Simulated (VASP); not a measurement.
Si: single point with LDA

Si:

```xyz
2
Lattice="0.0000 2.7512 2.7512 2.7512 0.0000 2.7512 2.7512 2.7512 0.0000" Properties=species:S:1:pos:R:3 pbc="T T T"
Si    2.7512    2.7512    2.7512
Si    4.1268    4.1268    4.1268
```

This cell differs from its parent crystal: volume scaled by 1.04.

```yaml
Program: VASP 6.6.1
Task: single point
Functional: LDA
Potentials_or_basis: VASP PAW LDA potentials, release 64 (Si)
Cutoff: 520 eV
k_mesh: 11 × 11 × 11
Occupations: fermi-dirac, width 0.08 eV
Spin: no spin polarisation
Dipole_correction: no
Further_INCAR_settings: ALGO = Normal; EDIFF = 1e-07; NBANDS = 11
```

```yaml
Pressure: -4.7 GPa
Band_gap_on_the_k_mesh: 0.56 eV, indirect (least direct gap 2.45 eV)
```

Levels at points of the mesh, in eV from the valence-band top:
```tsv
k point	band 1	band 2	band 3	band 4	band 5	band 6	band 7	band 8
(0.00, 0.00, 0.00)	-11.69	0.00	0.00	0.00	2.51	2.51	2.51	2.77
```

Run time: 14 s on 1 thread of Intel Xeon 6975P-C, on a shared host, peak memory 0.15 GiB.

 A k mesh can miss the band edges.
